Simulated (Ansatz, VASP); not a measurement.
# Mg2CdO3: VASP beside Ansatz

File INCAR:

```
  ALGO = Normal
  EDIFF = 1E-6
  ENCUT = 840
  GGA = PE
  GGA_COMPAT = False
  ISIF = 2
  ISMEAR = 0
  LASPH = True
  LCHARG = False
  LREAL = False
  LWAVE = False
  NBANDS = 70
  NELM = 120
  PREC = Accurate
  SIGMA = 0.1
```

KPOINTS

```
k-points
0
Gamma
  4 4 4
```

Contents of POSCAR:

```
Mg2CdO3
1.0
    2.7257229842     -4.7114633284     -0.0011944152
    2.7257229842      4.7114633284     -0.0011944152
   -1.8235916602      0.0000000000      5.1470027625
Mg Cd O
4 2 6
Direct
    0.0000000000      0.0000000000      0.5000000000
    0.3346770210      0.6653229790      0.5000000000
    0.6653229790      0.3346770210      0.5000000000
    0.5000000000      0.5000000000      0.0000000000
    0.8325248809      0.1674751191      1.0000000000
    0.1674751191      0.8325248809      0.0000000000
    0.4084150101      0.0926716329      0.7250845410
    0.9073283671      0.5915849899      0.2749154590
    0.0926716329      0.4084150101      0.7250845410
    0.5915849899      0.9073283671      0.2749154590
    0.7241792763      0.7241792763      0.7384110771
    0.2758207237      0.2758207237      0.2615889229
```

Input for Ansatz:

```yaml
crystal:
  lattice:
    - [2.7257229842, -4.7114633284, -0.0011944152]
    - [2.7257229842, 4.7114633284, -0.0011944152]
    - [-1.8235916602, 0.0, 5.1470027625]
  atoms:
    - { symbol: Mg, position: [0.0, 0.0, 0.5] }
    - { symbol: Mg, position: [0.334677021, 0.665322979, 0.5] }
    - { symbol: Mg, position: [0.665322979, 0.334677021, 0.5] }
    - { symbol: Mg, position: [0.5, 0.5, 0.0] }
    - { symbol: Cd, position: [0.8325248809, 0.1674751191, 1.0] }
    - { symbol: Cd, position: [0.1674751191, 0.8325248809, 0.0] }
    - { symbol: O, position: [0.4084150101, 0.0926716329, 0.725084541] }
    - { symbol: O, position: [0.9073283671, 0.5915849899, 0.274915459] }
    - { symbol: O, position: [0.0926716329, 0.4084150101, 0.725084541] }
    - { symbol: O, position: [0.5915849899, 0.9073283671, 0.274915459] }
    - { symbol: O, position: [0.7241792763, 0.7241792763, 0.7384110771] }
    - { symbol: O, position: [0.2758207237, 0.2758207237, 0.2615889229] }
basis:
  ecutwfc: 420
kpoints:
  mp_grid: { grid: [4, 4, 4] }
hamiltonian:
  xc: pbe
scf:
  occupations: { method: gaussian, width: 0.1 }
  lower_state_search: "off"
output:
  forces: true
  stress: true
  eigenvalues: true
```

Alike in both runs: task single point; functional PBE; k mesh 4 × 4 × 4; occupations gaussian, width 0.1 eV; no spin polarisation.

|  | VASP | Ansatz |
| --- | --- | --- |
| version | VASP 6.6.1 | Ansatz 0.2.0 |
| potentials or method | VASP PAW PBE potentials, release 64 (Mg_sv, Cd_sv_GW, O), cutoff 840 eV | scalar-relativistic, plane waves, PAW |
| valence electrons in the cell | 116 | 116 |

|  | VASP | Ansatz | Ansatz less VASP |
| --- | --- | --- | --- |
| gap on the k mesh at the Fermi level (eV) | 1.89 | 1.89 | +0.002 |
| least direct gap on the mesh (eV) | 2.31 | 2.31 | 0.000 |
| pressure (GPa) | -0.1 | 0.0 | +0.09 |
| rms of the force components (eV/Å) | 0.007 | 0.001 | -0.0064 |

Atom by atom the forces differ by 0.007 eV/Å (rms over components).
